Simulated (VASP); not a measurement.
Set up this calculation in VASP 6.6.1, as the native input.

```
Task                   : relaxation of cell and atoms
Functional             : PBE
Potentials or basis    : VASP PAW PBE potentials, release 64 (Cs_sv, Cu)
Cutoff                 : 600 eV
k mesh                 : 8 × 8 × 8
Occupations            : gaussian, width 0.1 eV
Spin                   : no spin polarisation
Dipole correction      : no
Further INCAR settings : ALGO = Fast; EDIFF = 1e-06; IBRION = 2; EDIFFG = -0.01; NSW = 100; ISIF = 3
```

The structure of Cs3Cu lies in POSCAR:

```
Cs3Cu
1.0
    6.4668734685      0.0000000000      0.0000000000
    0.0000000000      6.4668734685      0.0000000000
    0.0000000000      0.0000000000      6.4668734685
Cs Cu
3 1
Direct
    0.0000000000      0.5000000000      0.5000000000
    0.5000000000      0.0000000000      0.5000000000
    0.5000000000      0.5000000000      0.0000000000
    0.0000000000      0.0000000000      0.0000000000
```

These files were run (other wordings do the same):

INCAR

```
SYSTEM = Cs3Cu
PREC = Accurate ; ENCUT = 600
EDIFF = 1E-6 ; ISMEAR = 0
SIGMA = 0.1 ; LREAL = .FALSE.
LASPH = .TRUE. ; NELM = 80
ALGO = Fast ; ISIF = 3
LWAVE = .FALSE. ; LCHARG = .FALSE.
GGA = PE ; IBRION = 2
NSW = 100 ; EDIFFG = -0.01
```

KPOINTS

```
regular mesh
0
G
  8 8 8
  0 0 0
```

Potentials or basis: VASP PAW PBE potentials, release 64 (Cs_sv, Cu).

Launch:

```console
$ cat potpaw_PBE.64/Cs_sv/POTCAR potpaw_PBE.64/Cu/POTCAR > POTCAR
$ mpirun -np 1 vasp_std > vasp.out
```

It gave:

| Item | Value |
| --- | --- |
| Relaxed volume | 67.77 Å³/atom |
| Relaxed cell | a = 6.472 Å, b = 6.472 Å, c = 6.472 Å, α = 90.00°, β = 90.00°, γ = 90.00° |
| Space group after relaxing (to 0.1 Å) | Pm-3m (No. 221) |
| Energy gained by relaxing | 0.0 meV/atom |
| Ionic steps | 2 |
| Pressure after relaxing | 0.0 GPa |
| Band gap on the k mesh | zero (bands 19 and 20 overlap by 0.42 eV) |

Caveat: spin-orbit coupling is left out, which moves the levels of the heavy elements.

Run time: 5.1 min on 1 thread of AMD EPYC 9R45 96-Core Processor (Zen 5), on a shared host, peak memory 0.55 GiB.
